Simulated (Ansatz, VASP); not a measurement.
## Ir: VASP beside Ansatz

The input INCAR:

```
SYSTEM = Ir
PREC = Accurate
ENCUT = 520
EDIFF = 1E-7
ISMEAR = 0
SIGMA = 0.15
LREAL = .False.
LASPH = .True.
NELM = 80
ALGO = Fast
ISIF = 2
LWAVE = .False.
LCHARG = .False.
NBANDS = 10
```

The input KPOINTS:

```
regular mesh
0
Gamma
  22 22 22
  0 0 0
```

Contents of POSCAR:

```
Ir
1.0
    0.0000000000      2.1306022431      1.5645012271
    2.1306022431      0.0000000000      1.5645012271
    2.1306022431      2.1306022431      0.0000000000
Ir
1
Direct
    0.0000000000      0.0000000000      0.0000000000
```

Input for Ansatz:

```yaml
crystal:
  lattice:
    - [0.0, 2.1306022431, 1.5645012271]
    - [2.1306022431, 0.0, 1.5645012271]
    - [2.1306022431, 2.1306022431, 0.0]
  atoms:
    - { symbol: Ir, position: [0.0, 0.0, 0.0] }
basis:
  ecutwfc: 420
kpoints:
  mp_grid: { grid: [22, 22, 22] }
hamiltonian:
  xc: lda
scf:
  occupations: { method: gaussian, width: 0.15 }
output:
  forces: true
  stress: true
  eigenvalues: true
```

Alike in both runs: task single point; functional LDA; k mesh 22 × 22 × 22; occupations gaussian, width 0.15 eV; no spin polarisation.

```csv
,VASP,Ansatz
version,VASP 6.6.1,Ansatz 0.2.0
potentials or method,"VASP PAW LDA potentials, release 64 (Ir), cutoff 520 eV","scalar-relativistic, plane waves, PAW"
valence electrons in the cell,9,17
```

|  | VASP | Ansatz | Ansatz less VASP |
| --- | --- | --- | --- |
| gap on the k mesh at the Fermi level (eV) | none | none | - |
| pressure (GPa) | 4.8 | 2.5 | -2.37 |
| traceless stress, the component that is largest in VASP (GPa) | 16.08 | 16.49 | +0.408 |

LDA's correlation is that of Perdew and Zunger in VASP and of Perdew and Wang (1992) in Ansatz. A gap of «none» marks a metal or a gap that the smearing closes. VASP's potentials hold 9 valence electrons a cell and Ansatz's 17, so a difference there can come from the potentials and not from the codes.

Neither program's run includes spin-orbit coupling.
